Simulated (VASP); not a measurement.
Set up this calculation in VASP 6.6.1, as the native input.

- Task: single point
- Functional: PBEsol
- Potentials or basis: VASP PAW PBE potentials, release 64 (Mg, O)
- Cutoff: 520 eV
- k mesh: 9 × 9 × 6
- Occupations: gaussian, width 0.05 eV
- Spin: no spin polarisation
- Dipole correction: no
- Further INCAR settings: ALGO = Normal; EDIFF = 1e-06; NBANDS = 16

The structure of MgO lies in POSCAR:

```
MgO
1.0
    3.4191000000      0.0000000000      0.0000000000
   -1.7095500000      2.9610274581      0.0000000000
    0.0000000000      0.0000000000      5.4209000000
Mg O
2 2
Direct
    0.3333333333      0.6666666667      0.0036583380
    0.6666666667      0.3333333333      0.5036583380
    0.3333333333      0.6666666667      0.4009416620
    0.6666666667      0.3333333333      0.9009416620
```

The input as run:

INCAR

```
PREC     = Accurate       # precision mode
ENCUT    = 520            # plane-wave cutoff, eV
EDIFF    = 1E-6           # SCF threshold, eV
ISMEAR   = 0              # smearing method
SIGMA    = 0.05           # smearing width, eV
LREAL    = F              # projectors in reciprocal space
LASPH    = T              # aspherical terms in the spheres
NELM     = 100            # most SCF steps
ALGO     = Normal         # electronic algorithm
ISIF     = 2              # what is computed and relaxed
LWAVE    = F              # write WAVECAR
LCHARG   = T              # write CHGCAR
GGA      = PS             # functional
LELF     = T              # ELF
LVHAR    = T            
NBANDS   = 16             # bands
```

KPOINTS

```
regular mesh
0
Gamma
  9 9 6
```

Potentials or basis: VASP PAW PBE potentials, release 64 (Mg, O).

Run with:

```sh
$ cat potpaw_PBE.64/Mg/POTCAR potpaw_PBE.64/O/POTCAR > POTCAR
$ mpirun -np 1 vasp_std > vasp.out
```

It gave:

* Pressure: -13.0 GPa
* Largest force: 0.254 eV/Å
* Band gap on the k mesh: 2.68 eV, direct

Caveat: the PAW data sets were made with another functional, which shifts forces and pressure a little.

It took 21 s on 1 thread of AMD EPYC 9R45 96-Core Processor (Zen 5) (shared host), peak memory 0.17 GiB.
